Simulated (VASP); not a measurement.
Set up this calculation in VASP 6.6.1, as the native input.

| Item | Value |
| --- | --- |
| Task | single point |
| Functional | PBEsol |
| Potentials or basis | VASP PAW PBE potentials, release 64 (K_sv, Br) |
| Cutoff | 520 eV |
| k mesh | 6 × 6 × 6 |
| Occupations | gaussian, width 0.05 eV |
| Spin | no spin polarisation |
| Dipole correction | no |
| Further INCAR settings | ALGO = Normal; EDIFF = 1e-07; NBANDS = 15 |

The structure of KBr lies in POSCAR:

```
KBr
1.0
    0.0000000000      3.4058737286      3.0128882984
    3.4058737286      0.0000000000      3.0128882984
    3.4058737286      3.4058737286      0.0000000000
K Br
1 1
Direct
    0.0000000000      0.0000000000      0.0000000000
    0.5000000000      0.5000000000      0.5000000000
```

This cell differs from its parent crystal: strain +0.040 along x and y, -0.080 along z.

These files were run (other wordings do the same):

INCAR

```
SYSTEM = KBr
ALGO     = Normal         ! electronic algorithm
EDIFF    = 1E-7           ! SCF threshold, eV
ENCUT    = 520            ! plane-wave cutoff, eV
GGA      = PS             ! functional
ISIF     = 2              ! what is computed and relaxed
ISMEAR   = 0              ! smearing method
LASPH    = .TRUE.         ! aspherical terms in the spheres
LCHARG   = .FALSE.        ! write CHGCAR
LREAL    = .FALSE.        ! projectors in reciprocal space
LWAVE    = .FALSE.        ! write WAVECAR
NBANDS   = 15             ! bands
NELM     = 100            ! most SCF steps
PREC     = Accurate       ! precision mode
SIGMA    = 0.05           ! smearing width, eV
```

KPOINTS

```
k-points
0
G
  6 6 6
  0 0 0
```

Potentials or basis: VASP PAW PBE potentials, release 64 (K_sv, Br).

Command:

```console
$ cat potpaw_PBE.64/K_sv/POTCAR potpaw_PBE.64/Br/POTCAR > POTCAR
$ mpirun -np 1 vasp_std > vasp.out
```

It gave:

- Pressure: 1.0 GPa
- Band gap on the k mesh: 4.23 eV, direct

Caveat: the cell differs from its parent crystal (strain +0.040 along x and y, -0.080 along z); the PAW data sets were made with another functional, which shifts forces and pressure a little.

Wall time 14 s on 1 thread of Intel(R) Xeon(R) 6975P-C (Granite Rapids) (shared host), peak memory 0.21 GiB.
